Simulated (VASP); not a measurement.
Crystal: AlN.

```
Al N
1.0
     0.00000    2.22683    2.22683
     2.22683    0.00000    2.22683
     2.22683    2.22683    0.00000
Al N
1 1
Direct
  0.00000 0.00000 0.00000
  0.25000 0.25000 0.25000
```

Program: VASP 6.6.1. Alike in all runs: task single point; potentials or basis VASP PAW PBE potentials, release 64 (Al, N); no spin polarisation; cell as given; smearing fermi-dirac 0.05 eV.

Task: Order these runs on this cell by their band gap on the k mesh, lowest first.
A. level PBE exchange alone; k mesh 10 × 10 × 10; cutoff (eV) 600
B. level B3LYP5; k mesh 5 × 5 × 5; cutoff (eV) 520; grid for exact exchange (PRECFOCK) Normal
C. level r2SCAN+D3(BJ); k mesh 10 × 10 × 10; cutoff (eV) 520
D. level HF; k mesh 5 × 5 × 5; cutoff (eV) 520; grid for exact exchange (PRECFOCK) Normal
E. level PBE+D4; k mesh 10 × 10 × 10; cutoff (eV) 600

Result: E (3.29 eV), A (3.62 eV), C (3.89 eV), B (5.62 eV), D (11.64 eV).

Caveats: some runs use coarse meshes.

A k mesh can miss the band edges, odd and even meshes differently.
